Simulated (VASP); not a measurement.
A run of VASP 6.6.1 is set up as follows.

Contents of INCAR:

```
PREC = Accurate
ENCUT = 520
EDIFF = 1E-6
ISMEAR = 0
SIGMA = 0.2
LREAL = False
LASPH = True
NELM = 100
ALGO = Normal
ISIF = 2
LWAVE = False
LCHARG = False
GGA = PE
NBANDS = 26
```

KPOINTS

```
Automatic mesh
0
Gamma
  4 4 4
```

File POSCAR:

```
CdSe4
1.0
   -2.5408974878      2.5408974878      5.4249061432
    2.5408974878     -2.5408974878      5.4249061432
    2.5408974878      2.5408974878     -5.4249061432
Cd Se
1 4
Direct
    0.5000000000      0.5000000000      0.0000000000
    0.3545901258      0.8545901258      0.5000000000
    0.8545901258      0.3545901258      0.5000000000
    0.6454098742      0.1454098742      0.5000000000
    0.1454098742      0.6454098742      0.5000000000
```

Potentials or basis: VASP PAW PBE potentials, release 64 (Cd, Se).

The run is started by

```bash
$ cat potpaw_PBE.64/Cd/POTCAR potpaw_PBE.64/Se/POTCAR > POTCAR
$ mpirun -np 1 vasp_std > vasp.out
```

(1) Predict the pressure.

(2) Predict the band gap on the k mesh.

(3) What does it give for the largest force?

## Answers

(1) 0.1 GPa.

(2) zero (bands 18 and 19 overlap by 1.48 eV).

(3) 0.053 eV/Å.
